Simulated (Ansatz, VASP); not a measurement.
## AlN in VASP and in Ansatz

INCAR

```
PREC = Accurate
ENCUT = 600
EDIFF = 1E-6
ISMEAR = -1
SIGMA = 0.05
LREAL = False
LASPH = True
NELM = 120
ALGO = Normal
ISIF = 2
LWAVE = False
LCHARG = False
GGA = LIBXC
LIBXC1 = GGA_X_B88
LIBXC2 = GGA_C_PBE
NBANDS = 11
GGA_COMPAT = False
```

Contents of KPOINTS:

```
regular mesh
0
Gamma
  10 10 10
```

File POSCAR:

```
AlN
1.0
    0.0000000000      2.1544765148      2.1544765148
    2.1544765148      0.0000000000      2.1544765148
    2.1544765148      2.1544765148      0.0000000000
Al N
1 1
Direct
    0.0000000000      0.0000000000      0.0000000000
    0.2500000000      0.2500000000      0.2500000000
```

Contents of input.yaml:

```yaml
crystal:
  lattice:
    - [0.0, 2.1544765148, 2.1544765148]
    - [2.1544765148, 0.0, 2.1544765148]
    - [2.1544765148, 2.1544765148, 0.0]
  atoms:
    - { symbol: Al, position: [0.0, 0.0, 0.0] }
    - { symbol: "N", position: [0.25, 0.25, 0.25] }
hamiltonian:
  xc: { exchange: b88, correlation: pbe }
  pseudopotentials: { kind: paw }
kpoints:
  mp_grid: { grid: [10, 10, 10] }
scf:
  occupations: { method: fermi_dirac, width: 0.05 }
output:
  forces: true
  stress: true
  eigenvalues: true
```

Alike in both runs: task single point; functional b88 exchange, pbe correlation; k mesh 10 × 10 × 10; occupations fermi-dirac, width 0.05 eV; no spin polarisation.

|  | VASP | Ansatz |
| --- | --- | --- |
| version | VASP 6.6.1 | Ansatz 0.2.0 |
| potentials or method | VASP PAW PBE potentials, release 64 (Al, N) | Ansatz PAW |
| plane-wave cutoff (eV) | 600 | 420 |
| valence electrons in the cell | 8 | 8 |

```tsv
	VASP	Ansatz	Ansatz less VASP
gap on the k mesh at the Fermi level (eV)	3.36	3.37	+0.009
least direct gap on the mesh (eV)	4.58	4.56	-0.017
pressure (GPa)	13.9	14.4	+0.48
```

VASP's potentials were made for PBE, not for b88 exchange, pbe correlation. The functional is the same, so the differences come from potentials, cutoffs and numerics.
